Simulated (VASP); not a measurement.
# Be (P6_3/mmc) in VASP: a series of runs

Runs on Be. Level: PBE. Tasks: single point.

All numbers are computed with VASP 6.6.1; they aren't measurements. Logs are shortened: lines on timing, memory, paths and dates and some standing lists are left out, and cuts for length are marked.

## 1. The cell of the first run

It takes space group P6_3/mmc (No. 194, hexagonal). The conventional cell has a = 2.357 Å, b = 2.357 Å, c = 3.421 Å, α = 90.00°, β = 90.00°, γ = 120.00°. Be (site symmetry -6m2) has 12 Be at 2.19 to 2.36 Å within 2.9 Å.

## 2. Single point, PBE (strain +0.025 along x and y, -0.050 along z)

Input file INCAR:

```
SYSTEM = Be
PREC = Accurate
ENCUT = 520
EDIFF = 1E-6
ISMEAR = 0
SIGMA = 0.15
LREAL = .False.
LASPH = .True.
NELM = 60
ALGO = Fast
ISIF = 2
LWAVE = .False.
LCHARG = .False.
GGA = PE
NBANDS = 9
```

Input file KPOINTS:

```
Automatic mesh
0
Gamma
  24 24 14
  0 0 0
```

Input file POSCAR:

```
Be
1.0
    2.3569895345      0.0000000000      0.0000000000
   -1.1784947673      2.0412128133      0.0000000000
    0.0000000000      0.0000000000      3.4208550000
Be
2
Direct
    0.3333333333      0.6666666667      0.2500000000
    0.6666666667      0.3333333333      0.7500000000
```

Potentials or basis: VASP PAW PBE potentials, release 64 (Be).

Launch:

```
$ cat potpaw_PBE.64/Be/POTCAR > POTCAR
$ mpirun -np 1 vasp_std > vasp.out
```

OUTCAR:

```text
SYSTEM = Be
   PREC = Accurate
   ENCUT = 520
   EDIFF = 1E-6
   ISMEAR = 0
   LREAL = .False.
   LASPH = .True.
   NELM = 60
   ISIF = 2
   GGA = PE

 ion  position               nearest neighbor table
   1  0.333  0.667  0.250-   2 2.19   2 2.19   2 2.19   2 2.19   2 2.19   2 2.19
   2  0.667  0.333  0.750-   1 2.19   1 2.19   1 2.19   1 2.19   1 2.19   1 2.19

  LATTYP: Found a hexagonal cell.
 ALAT       =     2.3569895345
 C/A-ratio  =     1.4513662237

  Lattice vectors:

 A1 = (   2.3569895345,   0.0000000000,   0.0000000000)
 A2 = (  -1.1784947673,   2.0412128133,   0.0000000000)
 A3 = (   0.0000000000,   0.0000000000,   3.4208550000)

Analysis of symmetry for initial positions (statically):
=====================================================================
 Subroutine PRICEL returns:
 Original cell was already a primitive cell.

 Routine SETGRP: Setting up the symmetry group for a
 hexagonal supercell.

 Subroutine GETGRP returns: Found 24 space group operations
 (whereof 12 operations were pure point group operations)
 out of a pool of 24 trial point group operations.

The static configuration has the point symmetry D_3d.
 The point group associated with its full space group is D_6h.

Analysis of symmetry for dynamics (positions and initial velocities):
=====================================================================
 Subroutine PRICEL returns:
 Original cell was already a primitive cell.

 Routine SETGRP: Setting up the symmetry group for a
 hexagonal supercell.

 Subroutine GETGRP returns: Found 24 space group operations
 (whereof 12 operations were pure point group operations)
 out of a pool of 24 trial point group operations.

The dynamic configuration has the point symmetry D_3d.
 The point group associated with its full space group is D_6h.

 Subroutine INISYM returns: Found 24 space group operations
 (whereof 12 operations are pure point group operations),
 and found     1 'primitive' translations

----------------------------------------------------------------------------------------

                                     Primitive cell

  volume of cell :      16.4581

  direct lattice vectors                    reciprocal lattice vectors
     2.356989534  0.000000000  0.000000000     0.424270021  0.244952411  0.000000000
    -1.178494767  2.041212813  0.000000000     0.000000000  0.489904822  0.000000000
     0.000000000  0.000000000  3.420855000     0.000000000  0.000000000  0.292324580

  length of vectors
     2.356989534  2.356989534  3.420855000     0.489904822  0.489904822  0.292324580

  position of ions in fractional coordinates (direct lattice)
     0.333333333  0.666666667  0.250000000
     0.666666667  0.333333333  0.750000000

  ion indices of the primitive-cell ions
   primitive index   ion index
                 1           1
                 2           2

----------------------------------------------------------------------------------------

 KPOINTS: Automatic mesh

Automatic generation of k-mesh.
 Grid dimensions read from file:
 generate k-points for:   24   24   14

 Generating k-lattice:

  Cartesian coordinates                     Fractional coordinates (reciprocal lattice)
     0.017677918  0.010206350  0.000000000     0.041666667 -0.000000000  0.000000000
     0.000000000  0.020412701  0.000000000     0.000000000  0.041666667  0.000000000
     0.000000000  0.000000000  0.020880327     0.000000000  0.000000000  0.071428571

  Length of vectors
     0.020412701  0.020412701  0.020880327

  Shift w.r.t. Gamma in fractional coordinates (k-lattice)
     0.000000000  0.000000000  0.000000000

 Subroutine IBZKPT returns following result:
 ===========================================

 Found    488 irreducible k-points:

 Following reciprocal coordinates:
            Coordinates               Weight
  0.000000  0.000000  0.000000      1.000000
  0.041667  0.000000  0.000000      6.000000
  0.083333 -0.000000  0.000000      6.000000
  0.125000 -0.000000  0.000000      6.000000
  0.166667  0.000000  0.000000      6.000000
  0.208333 -0.000000  0.000000      6.000000
[... 16 lines left out ...]
  0.416667  0.041667  0.000000     12.000000
  0.458333  0.041667  0.000000     12.000000
 [... further k-points ...]
   k-points           NKPTS =    488   k-points in BZ     NKDIM =    488   number of bands    NBANDS=      9
   number of dos      NEDOS =    301   number of ions     NIONS =      2
   total plane-waves  NPLWV =   9072
   dimension x,y,z NGX =    18 NGY =   18 NGZ =   28
   dimension x,y,z NGXF=    36 NGYF=   36 NGZF=   56
   ions per type =               2
   NGX,Y,Z   is equivalent  to a cutoff of  12.70, 12.70, 13.61 a.u.
   NGXF,Y,Z  is equivalent  to a cutoff of  25.39, 25.39, 27.21 a.u.
 SYSTEM =  Be
   PREC   = accura    normal or accurate (medium, high low for compatibility)
   ISTART =      0    job   : 0-new  1-cont  2-samecut
   ICHARG =      2    charge: 1-file 2-atom 10-const
   ISPIN  =      1    spin polarized calculation?
   LNONCOLLINEAR =      F non collinear calculations
   LSORBIT =      F    spin-orbit coupling
   LASPH  =      T    aspherical Exc in radial PAW
   ENCUT  =  520.0 eV  38.22 Ry    6.18 a.u.   4.38  4.38  6.36*2*pi/ulx,y,z
   NELM   =     60;   NELMIN=  2; NELMDL= -5     # of ELM steps
   EDIFF  = 0.1E-05   stopping-criterion for ELM
   LREAL  =      F    real-space projection
   EDIFFG = 0.1E-04   stopping-criterion for IOM
   NSW    =      0    number of steps for IOM
   IBRION =     -1    ionic relax: 0-MD 1-quasi-New 2-CG
   NFREE  =      0    steps in history (QN), initial steepest desc. (CG)
   ISIF   =      2    stress and relaxation
   ISYM   =      2    0-nonsym 1-usesym 2-fastsym
   POTIM  = 0.5000    time-step for ionic-motion
   TEBEG  =    0.0;   TEEND  =   0.0 temperature during run
   PSTRESS=    0.0 pullay stress
   NELECT =       4.0000    total number of electrons
   NUPDOWN=      -1.0000    fix difference up-down
   EMIN   =  10.00;   EMAX   =-10.00  energy-range for DOS
   EFERMI =   0.00;   METHOD = LEGACY
   ISMEAR =     0;   SIGMA  =   0.15  broadening in eV -4-tet -1-fermi 0-gaus
   EFERMI_NEDOS =   21; number of points for ismear=-14 and -15
   IALGO  =     68    algorithm
   IMIX   =      4    mixing-type and parameters
     AMIX     =   0.40;   BMIX     =  1.00
     AMIX_MAG =   1.60;   BMIX_MAG =  1.00
  volume/ion in A,a.u.               =       8.23        55.53
  Fermi-wavevector in a.u.,A,eV,Ry     =   1.021648  1.930635 14.201280  1.043765
  Thomas-Fermi vector in A             =   2.155284
   LORBIT       =      0    0 simple, 1 ext, 2 COOP (PROOUT), +10 PAW based schemes
   GGA     = PE    functional components
   LHFCALC =     F    Hartree Fock is set to
   AEXX    =    0.0000 exact exchange contribution
   IVDW    =     0    specifies the selected vdW correction
   LEPSILON=     F    determine dielectric tensor
   LRPA    =     F    only Hartree local field effects (RPA)
 non-spin polarized calculation
 RMM-DIIS sequential band-by-band and
 Gauss-broadening in eV      SIGMA  =   0.15
  energy-cutoff  :      520.00
  volume of cell :       16.46
 maximum number of plane-waves:       468
 NGX is ok and might be reduce to    18
   NGX =  9   NGY =  9   NGZ = 13

 number of electron       4.0000000 magnetization

 Free energy of the ion-electron system (eV)
  ---------------------------------------------------
  ext. energy  EPLUGINS =         0.00000000
  ---------------------------------------------------
  free energy    TOTEN  =        -7.46177844 eV

  energy without entropy =       -7.46065794  energy(sigma->0) =       -7.46121819

 E-fermi :   6.5507     XC(G=0): -10.4701

 val. band max:        6.4755015863   @ k =   0.2917   0.1250   0.0714
 cond. band min:       6.5737544477   @ k =   0.2917   0.0417   0.0000
 fundamental gap:      0.0982528614
 Fermi energy:         6.5506825108

 k-point     1 :       0.0000    0.0000    0.0000
  band No.  band energies     occupation
      1      -4.4263      2.00000
      2       3.2067      2.00000
      3       9.0920      0.00000
      4      20.6159      0.00000
      5      20.6159      0.00000
      6      23.8088      0.00000
      7      23.8088      0.00000
      8      28.1504      0.00000
      9      31.8030      0.00000

 k-point     2 :       0.0417    0.0000    0.0000
  band No.  band energies     occupation
      1      -4.3796      2.00000
      2       3.2665      2.00000
      3       9.0996      0.00000
      4      20.2384      0.00000
      5      20.3156      0.00000
      6      23.8441      0.00000
      7      24.0332      0.00000
      8      27.9688      0.00000
      9      31.0549      0.00000

 k-point     3 :       0.0833   -0.0000    0.0000
  band No.  band energies     occupation
      1      -4.2396      2.00000
      2       3.4460      2.00000
      3       9.1191      0.00000
      4      19.2491      0.00000
      5      19.6273      0.00000
      6      23.9163      0.00000
      7      24.4667      0.00000
      8      27.4201      0.00000
      9      29.7712      0.00000

 k-point     4 :       0.1250   -0.0000    0.0000
  band No.  band energies     occupation
      1      -4.0061      2.00000
      2       3.7447      2.00000
      3       9.1387      0.00000
      4      17.9173      0.00000
      5      18.8148      0.00000
      6      23.9855      0.00000
      7      24.7934      0.00000
      8      26.5021      0.00000
      9      28.2710      0.00000
[... 205 lines left out ...]
 k-point    22 :       0.3750    0.0417    0.0000
  band No.  band energies     occupation
      1      -0.2014      2.00000
      2       5.5270      2.00000
      3       8.4898      0.00000
      4      13.2316      0.00000
      5      14.7160      0.00000
      6      16.1277      0.00000
      7      18.9512      0.00000
      8      23.4526      0.00000
      9      24.8668      0.00000

 k-point    23 :       0.4167    0.0417    0.0000
  band No.  band energies     occupation
      1       0.6706      2.00000
      2       4.3906      2.00000
      3       9.5150      0.00000
      4      13.5554      0.00000
      5      14.4575      0.00000
      6      14.6903      0.00000
      7      18.1115      0.00000
      8      23.2946      0.00000
      9      24.8945      0.00000

 k-point    24 :       0.4583    0.0417    0.0000
  band No.  band energies     occupation
      1       1.4544      2.00000
      2       3.4643      2.00000
      3      10.3503      0.00000
      4      13.6464      0.00000
      5      13.8531      0.00000
      6      14.2683      0.00000
      7      17.6226      0.00000
      8      23.2135      0.00000
      9      24.9101      0.00000

 [... further k-points ...]
[... 5 lines left out ...]
  --------------------------------------------------------------------------------------
  -------------------------------------------------------------------------------------
  Total       -1.0774477     -1.0774477      1.2701340      0.0000000     -0.0000000      0.0000000
  in kB     -104.8880919   -104.8880919    123.6458408      0.0000000     -0.0000000      0.0000000
  external PRESSURE =     -28.7101144 kB  Pullay stress =       0.0000000 kB

 VOLUME and BASIS-vectors are now :
 -----------------------------------------------------------------------------
  energy-cutoff  :      520.00
  volume of cell :       16.46
      direct lattice vectors                 reciprocal lattice vectors
     2.356989534  0.000000000  0.000000000     0.424270021  0.244952411  0.000000000
    -1.178494767  2.041212813  0.000000000     0.000000000  0.489904822  0.000000000
     0.000000000  0.000000000  3.420855000     0.000000000  0.000000000  0.292324580

 POSITION                                       TOTAL-FORCE (eV/Angst)
 -----------------------------------------------------------------------------------
     -0.00000      1.36081      0.85521        -0.000000      0.000000      0.000000
      1.17849      0.68040      2.56564         0.000000     -0.000000      0.000000
 -----------------------------------------------------------------------------------
    total drift:                                0.000000     -0.000000      0.000000

  FREE ENERGIE OF THE ION-ELECTRON SYSTEM (eV)
  ---------------------------------------------------
  free  energy   TOTEN  =        -7.4617784422 eV

  energy  without entropy=       -7.4606579436  energy(sigma->0) =       -7.46121819
```

Run time: 23 s. Hardware: 1 thread of Intel Xeon 6975P-C (Granite Rapids), shared host; peak memory 0.16 GiB.

Results:

```yaml
Free_energy: -7.4618 eV
Pressure: -2.9 GPa
Band_gap_on_the_k_mesh: zero (band 2 reaches 7.67 eV, above the bottom of band 3 at 5.22 eV)
```

Stress tensor (GPa, compression positive):
```
-10.49   0.00   0.00
  0.00 -10.49   0.00
  0.00   0.00  12.36
```

Levels at points of the mesh, in eV from the Fermi level:
```
           k point  band 1  band 2  band 3  band 4  band 5  band 6  band 7
(0.00, 0.00, 0.00)  -10.98   -3.34    2.54   14.07   14.07   17.26   17.26
(0.50, 0.00, 0.00)   -4.98   -3.30    3.90    6.89    7.67    8.02   10.47
(0.00, 0.00, 0.50)   -8.61   -8.61   12.97   12.97   16.01   16.01   16.01
(0.50, 0.00, 0.50)   -3.47   -3.47    1.40    1.40   10.93   10.93   16.30
```

Caveat: the cell differs from its parent crystal (strain +0.025 along x and y, -0.050 along z).

## 3. Single point, PBE (strain +0.000 along x and y, +0.025 along z)

Input file INCAR:

```
  ALGO = Normal
  EDIFF = 1E-6
  ENCUT = 520
  GGA = PE
  ISIF = 2
  ISMEAR = 0
  LASPH = True
  LCHARG = False
  LREAL = False
  LWAVE = False
  NBANDS = 9
  NELM = 100
  PREC = Accurate
  SIGMA = 0.15
```

Input file KPOINTS:

```
k-points
0
Gamma
  24 24 14
```

Input file POSCAR:

```
Be
1.0
    2.2995019849      0.0000000000      0.0000000000
   -1.1497509925      1.9914271350      0.0000000000
    0.0000000000      0.0000000000      3.6909225000
Be
2
Direct
    0.3333333333      0.6666666667      0.2500000000
    0.6666666667      0.3333333333      0.7500000000
```

Potentials or basis: VASP PAW PBE potentials, release 64 (Be).

Launch:

```
$ cat potpaw_PBE.64/Be/POTCAR > POTCAR
$ mpirun -np 1 vasp_std > vasp.out
```

Wall time 18 s (1 thread of Intel Xeon 6975P-C (Granite Rapids), shared host); peak memory 0.17 GiB.

It converged, with:

```
Free energy            : -7.5025 eV
Pressure               : -7.3 GPa
Band gap on the k mesh : zero (band 2 reaches 7.43 eV, above the bottom of band 3 at 5.55 eV)
```

Stress tensor (GPa, compression positive):
```
 -4.95   0.00   0.00
  0.00  -4.95   0.00
  0.00   0.00 -12.12
```

Levels at points of the mesh, in eV from the Fermi level:
```tsv
k point	band 1	band 2	band 3	band 4	band 5
(0.00, 0.00, 0.00)	-11.05	-4.43	0.52	15.49	15.49
(0.50, 0.00, 0.00)	-4.76	-3.05	3.39	6.05	6.13
(0.00, 0.00, 0.50)	-8.99	-8.99	9.57	9.57	16.97
(0.50, 0.00, 0.50)	-3.46	-3.46	1.37	1.37	11.59
```

Caveat: the cell differs from its parent crystal (strain +0.000 along x and y, +0.025 along z).

(Continued in part 2 of 2.)
